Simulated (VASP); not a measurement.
Wanted: the native input for a VASP 6.6.1 run.

| Item | Value |
| --- | --- |
| Task | single point |
| Functional | PBEsol |
| Potentials or basis | VASP PAW PBE potentials, release 64 (Cu) |
| Cutoff | 520 eV |
| k mesh | 17 × 17 × 17 |
| Occupations | fermi-dirac, width 0.03 eV |
| Spin | no spin polarisation |
| Dipole correction | no |
| Further INCAR settings | ALGO = Normal; EDIFF = 1e-06; NBANDS = 12 |

The structure of Cu lies in POSCAR:

```
Cu
1.0
    0.0000000000      1.8014548043      1.8014548043
    1.8014548043      0.0000000000      1.8014548043
    1.8014548043      1.8014548043      0.0000000000
Cu
1
Direct
    0.0000000000      0.0000000000      0.0000000000
```

This cell differs from its parent crystal: volume scaled by 0.99.

These files were run (other wordings do the same):

INCAR

```
SYSTEM = Cu
PREC = Accurate
ENCUT = 520
EDIFF = 1E-6
ISMEAR = -1
SIGMA = 0.03
LREAL = .FALSE.
LASPH = .TRUE.
NELM = 100
ALGO = Normal
ISIF = 2
LWAVE = .FALSE.
LCHARG = .FALSE.
GGA = PS
NBANDS = 12
```

KPOINTS

```
regular mesh
0
G
  17 17 17
  0 0 0
```

Potentials or basis: VASP PAW PBE potentials, release 64 (Cu).

Command:

```sh
$ cat potpaw_PBE.64/Cu/POTCAR > POTCAR
$ mpirun -np 1 vasp_std > vasp.out
```

Results of the run:

- Pressure: -4.6 GPa

Caveat: the PAW data sets were made with another functional, which shifts forces and pressure a little.

Run time: 15 s on 1 thread of Intel(R) Xeon(R) Platinum 8488C (Sapphire Rapids) (shared host), peak memory 0.14 GiB.
